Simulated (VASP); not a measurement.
Crystal: NbSiO4.

```
Nb Si O
1.0
     3.53294    0.00000    0.00000
     0.00000    3.53294    0.00000
     0.00000    0.00000    5.09971
Nb Si O
1 1 4
Direct
  0.00000 0.00000 0.50000
  0.50000 0.50000 0.00000
  0.50000 0.00000 0.26574
  0.50000 0.00000 0.73426
  0.00000 0.50000 0.73426
  0.00000 0.50000 0.26574
```

The cell was generated, and may not be a known phase.

```yaml
Program: VASP 6.6.1
Task: relaxation of cell and atoms
Functional: PBE
Potentials_or_basis: VASP PAW PBE potentials, release 64 (Nb_sv, Si, O)
Cutoff: 600 eV
k_mesh: 6 × 6 × 4
Occupations: gaussian, width 0.1 eV
Spin: no spin polarisation
```

At the start: pressure -14.9 GPa; volume 10.61 Å³/atom.

Question: Where does the relaxation end?

Answer: Over 9 steps the energy falls by 155.2 meV/atom and the volume is 9.31 Å³/atom (-12.2 %); space group P4/mmm (No. 123, to 0.1 Å) before and after.

The path:
```
step  energy change (eV)  largest force (eV/Å)  pressure (GPa)  volume (Å³)
   1              0.0000                1.5810          -14.91        63.65
   2             -0.7081                1.5932           10.40        54.98
   3             -0.7088                1.6003            9.77        55.13
   4             -0.7268                1.6120            0.90        55.09
   5             -0.9102                0.0099            3.99        55.11
   6             -0.9163                0.0734           -3.59        56.76
   7             -0.9306                0.0517           -0.26        56.00
   8             -0.9306                0.0511           -0.18        55.98
   9             -0.9311                0.0232            0.06        55.89
```

Final structure:
```cif
data_structure
_symmetry_space_group_name_H-M 'P 1'
_symmetry_Int_Tables_number 1
_cell_length_a 3.3840
_cell_length_b 3.3840
_cell_length_c 4.8807
_cell_angle_alpha 90.000
_cell_angle_beta 90.000
_cell_angle_gamma 90.000
_cell_volume 55.89
loop_
_atom_site_label
_atom_site_type_symbol
_atom_site_fract_x
_atom_site_fract_y
_atom_site_fract_z
_atom_site_occupancy
Nb1 Nb 0.00000 0.00000 0.50000 1
Si1 Si 0.50000 0.50000 0.00000 1
O1 O 0.50000 0.00000 0.23826 1
O2 O 0.50000 0.00000 0.76174 1
O3 O 0.00000 0.50000 0.76174 1
O4 O 0.00000 0.50000 0.23826 1
```

Caveat: an odd number of electrons without spin polarisation forces a metal; a magnetic or distorted state may lie lower.
